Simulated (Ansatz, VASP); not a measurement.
Ag in VASP and in Ansatz

```xyz
1
Lattice="0.0000 2.0828 2.0828 2.0828 0.0000 2.0828 2.0828 2.0828 0.0000" Properties=species:S:1:pos:R:3 pbc="T T T"
Ag    0.0000    0.0000    0.0000
```

Alike in both runs: task single point; functional PBE0; k mesh 6 × 6 × 6; occupations fermi-dirac, width 0.05 eV; no spin polarisation.

|  | VASP | Ansatz |
| --- | --- | --- |
| version | VASP 6.6.1 | Ansatz 0.2.0 |
| potentials or method | VASP PAW PBE potentials, release 64 (Ag) | Ansatz PAW |
| plane-wave cutoff (eV) | 520 | 420 |
| valence electrons in the cell | 11 | 19 |

VASP gave:

- gap on the k mesh at the Fermi level (eV): none
- pressure (GPa): -0.1

Problem. Which values does Ansatz return?

Solution. gap on the k mesh at the Fermi level (eV): none; pressure (GPa): 0.0.

A gap of «none» marks a metal or a gap that the smearing closes. With one functional, cell and mesh, what is left measures potentials, basis and numerics. VASP's potentials hold 11 valence electrons a cell and Ansatz's 19, so a difference there can come from the potentials and not from the codes.

The k mesh is coarse, so the values compare programs but aren't converged.
